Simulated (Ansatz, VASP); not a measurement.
**BaTiO3: VASP beside Ansatz**

```
CELL_PARAMETERS angstrom
4.01923 0.00000 0.00000
0.00000 4.01923 0.00000
0.00000 0.00000 4.01928
ATOMIC_POSITIONS crystal
Ba 0.00000 0.00000 0.00000
Ti 0.50000 0.50000 0.50000
O 0.46481 0.46481 0.00000
O 0.50000 0.00000 0.50000
O 0.00000 0.50000 0.50000
```

Alike in both runs: task single point; functional PBE; k mesh 8 × 8 × 8; occupations gaussian, width 0.05 eV; no spin polarisation.

|  | VASP | Ansatz |
| --- | --- | --- |
| version | VASP 6.6.1 | Ansatz 0.2.0 |
| potentials or method | VASP PAW PBE potentials, release 64 (Ba_sv, Ti_sv, O), cutoff 520 eV | scalar-relativistic, plane waves, PAW |
| valence electrons in the cell | 40 | 40 |

|  | VASP | Ansatz | Ansatz less VASP |
| --- | --- | --- | --- |
| gap on the k mesh at the Fermi level (eV) | 1.68 | 1.74 | +0.063 |
| least direct gap on the mesh (eV) | 1.88 | 1.91 | +0.026 |
| pressure (GPa) | 1.9 | 0.2 | -1.75 |
| traceless stress, the component that is largest in VASP (GPa) | -0.39 | -0.32 | +0.075 |
| rms of the force components (eV/Å) | 0.385 | 0.371 | -0.0148 |

Atom by atom the forces differ by 0.024 eV/Å (rms over components).

Spin-orbit coupling is off throughout.
